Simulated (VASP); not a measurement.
Runs of VASP 6.6.1 on B3N2Cl. The structure is that of space group P6/mmm (No. 191), or close to it. The cells are those of the table. The cell was built from a structure type or drawn by symmetry, and may not be a known phase.

```tsv
task	spin	cell	k mesh	cutoff (eV)	gap on the mesh (eV)	pressure (GPa)	moment (μB)
relaxation of cell and atoms	off	relaxed from a = 6.095, b = 6.095, c = 2.875 Å, angles 90.0, 90.0, 120.0°, 6 atoms	6 × 6 × 14	600	none	0.0	-
single point	collinear, ferromagnetic start	a = 5.118, b = 5.118, c = 3.526 Å, angles 90.0, 90.0, 120.0°, 6 atoms	6 × 6 × 6	520	none	(a)	0.01
single point	collinear, ferromagnetic start	a = 6.095, b = 6.095, c = 2.875 Å, angles 90.0, 90.0, 120.0°, 6 atoms	6 × 6 × 6	520	none	(b)	0.00
single point	off	a = 6.186, b = 6.186, c = 2.875 Å, angles 90.0, 90.0, 120.0°, 6 atoms	6 × 6 × 14	520	none	-0.4	-
```

Alike in all rows: level PBE; potentials or basis VASP PAW PBE potentials, release 64 (B, N, Cl); smearing gaussian 0.1 eV.

Problem. Fill in the values left out.

Solution. (a) -24.5; (b) -0.3.

Caveats: some runs use coarse meshes; the cell stands under tension (at least some runs).

A gap of «none» marks levels without a gap at the run's occupations.
